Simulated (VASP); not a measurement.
Input of a VASP 6.6.1 run:

File INCAR:

```
ALGO = Normal ; EDIFF = 1E-7
ENCUT = 520 ; GGA = PS
ISIF = 2 ; ISMEAR = 0
LASPH = True ; LCHARG = False
LREAL = False ; LWAVE = False
NBANDS = 39 ; NELM = 100
PREC = Accurate ; SIGMA = 0.15
```

File KPOINTS:

```
k-points
0
Gamma
  10 10 10
```

POSCAR

```
Zr2O
1.0
    4.8002881848      0.0000000000      0.0000000000
    0.0000000000      4.8002881848      0.0000000000
    0.0000000000      0.0000000000      4.9442968303
Zr O
4 2
Direct
    0.2500000000      0.2500000000      0.7500000000
    0.7500000000      0.2500000000      0.2500000000
    0.2500000000      0.7500000000      0.2500000000
    0.7500000000      0.7500000000      0.7500000000
    0.0000000000      0.0000000000      0.0000000000
    0.5000000000      0.5000000000      0.5000000000
```

Potentials or basis: VASP PAW PBE potentials, release 64 (Zr_sv, O).

Command:

```bash
$ cat potpaw_PBE.64/Zr_sv/POTCAR potpaw_PBE.64/O/POTCAR > POTCAR
$ mpirun -np 1 vasp_std > vasp.out
```

Estimate the band gap on the k mesh.

zero (band 30 reaches 8.52 eV, above the bottom of band 31 at 7.79 eV).

What does it give for the pressure?

-3.8 GPa.

Stress tensor (GPa, compression positive):
```
-3.22  0.00  0.00
 0.00 -3.22  0.00
 0.00  0.00 -4.90
```

Caveat: the cell differs from its parent crystal (strain +0.000 along x and y, +0.030 along z); the PAW data sets were made with another functional, which shifts forces and pressure a little.
